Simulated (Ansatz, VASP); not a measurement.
**Ni: VASP beside Ansatz**

The input INCAR:

```
SYSTEM = Ni
PREC = Accurate
ENCUT = 600
EDIFF = 1E-6
ISMEAR = 0
SIGMA = 0.1
LREAL = .FALSE.
LASPH = .TRUE.
NELM = 200
ALGO = Normal
ISIF = 2
LWAVE = .FALSE.
LCHARG = .FALSE.
ISPIN = 2
MAGMOM = 0.81
LORBIT = 11
LMAXMIX = 4
GGA = PE
NBANDS = 15
GGA_COMPAT = .FALSE.
```

The input KPOINTS:

```
regular mesh
0
G
  8 8 8
  0 0 0
```

The input POSCAR:

```
Ni
1.0
    0.0000000000      1.7679500000      1.7679500000
    1.7679500000      0.0000000000      1.7679500000
    1.7679500000      1.7679500000      0.0000000000
Ni
1
Direct
    0.1370000000      0.9730000000      0.1040000000
```

Input for Ansatz:

```yaml
crystal:
  lattice:
    - [0.0, 1.76795, 1.76795]
    - [1.76795, 0.0, 1.76795]
    - [1.76795, 1.76795, 0.0]
  atoms:
    - { symbol: Ni, position: [0.137, 0.973, 0.104], spin: 0.81 }
basis:
  ecutwfc: 420
kpoints:
  mp_grid: { grid: [8, 8, 8] }
hamiltonian:
  xc: pbe
scf:
  occupations: { method: gaussian, width: 0.1 }
  lower_state_search: "off"
  mixing:
    algorithm: broyden
    preconditioner: local_kerker
    globalisation: backtrack
  max_iter: 96
output:
  forces: true
  stress: true
  eigenvalues: true
  populations: true
magnetization:
  spin_polarized: true
```

Alike in both runs: task single point; functional PBE; k mesh 8 × 8 × 8; occupations gaussian, width 0.1 eV; collinear spin.

|  | VASP | Ansatz |
| --- | --- | --- |
| version | VASP 6.6.1 | Ansatz 0.2.0 |
| potentials or method | VASP PAW PBE potentials, release 64 (Ni), cutoff 600 eV | scalar-relativistic, plane waves, PAW |
| valence electrons in the cell | 10 | 18 |

|  | VASP | Ansatz | Ansatz less VASP |
| --- | --- | --- | --- |
| gap on the k mesh at the Fermi level (eV) | none | none | - |
| pressure (GPa) | -2.8 | -2.6 | +0.17 |
| net moment per atom (μB) | 0.70 | 0.70 | +0.002 |
| size of the moment on the site where the two differ most (μB) | 0.71 | 0.74 | +0.027 |

Site moments also hang on the region over which each program counts them. A gap of «none» marks a metal or a gap that the smearing closes. VASP's potentials hold 10 valence electrons a cell and Ansatz's 18, so a difference there can come from the potentials and not from the codes. Ansatz's warnings: stability check not made.

The k mesh is coarse, so the values compare programs but aren't converged.
